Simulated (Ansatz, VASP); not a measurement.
## LiBr in VASP and in Ansatz

The input INCAR:

```
PREC     = Accurate       # precision mode
ENCUT    = 650            # plane-wave cutoff, eV
EDIFF    = 1E-8           # SCF threshold, eV
ISMEAR   = -1             # smearing method
SIGMA    = 0.08           # smearing width, eV
LREAL    = F              # projectors in reciprocal space
LASPH    = T              # aspherical terms in the spheres
NELM     = 120            # most SCF steps
ALGO     = Normal         # electronic algorithm
ISIF     = 2              # what is computed and relaxed
LWAVE    = F              # write WAVECAR
LCHARG   = F              # write CHGCAR
GGA      = PE             # functional
LEFG     = T            
NBANDS   = 12             # bands
GGA_COMPAT= F
```

File KPOINTS:

```
regular mesh
0
Gamma
  12 12 12
```

POSCAR

```
LiBr
1.0
    0.0000000000      2.7175606933      2.7175606933
    2.7175606933      0.0000000000      2.7175606933
    2.7175606933      2.7175606933      0.0000000000
Li Br
1 1
Direct
    0.0000000000      0.0000000000      0.0000000000
    0.5000000000      0.5000000000      0.5000000000
```

Input for Ansatz:

```yaml
crystal:
  lattice:
    - [0.0, 2.7175606933, 2.7175606933]
    - [2.7175606933, 0.0, 2.7175606933]
    - [2.7175606933, 2.7175606933, 0.0]
  atoms:
    - { symbol: Li, position: [0.0, 0.0, 0.0] }
    - { symbol: Br, position: [0.5, 0.5, 0.5] }
kpoints:
  mp_grid: { grid: [12, 12, 12] }
scf:
  occupations: { method: fermi_dirac, width: 0.08 }
hamiltonian:
  xc: pbe
  pseudopotentials: { kind: paw }
output:
  forces: true
  stress: true
  eigenvalues: true
  efg: { contact_densities: true }
```

Change from the starting cell: volume scaled by 0.96, PAW files.

Alike in both runs: task electric field gradients; functional PBE; k mesh 12 × 12 × 12; occupations fermi-dirac, width 0.08 eV; no spin polarisation.

```csv
,VASP,Ansatz
version,VASP 6.6.1,Ansatz 0.2.0
potentials or method,"VASP PAW PBE potentials, release 64 (Li_sv, Br)","PAW with Ansatz's default frozen-core files, scalar-relativistic"
plane-wave cutoff (eV),650,420
valence electrons in the cell,10,10
```

|  | VASP | Ansatz | Ansatz less VASP |
| --- | --- | --- | --- |
| gap on the k mesh at the Fermi level (eV) | 5.10 | 5.09 | -0.009 |
| pressure (GPa) | 1.1 | 1.2 | +0.09 |
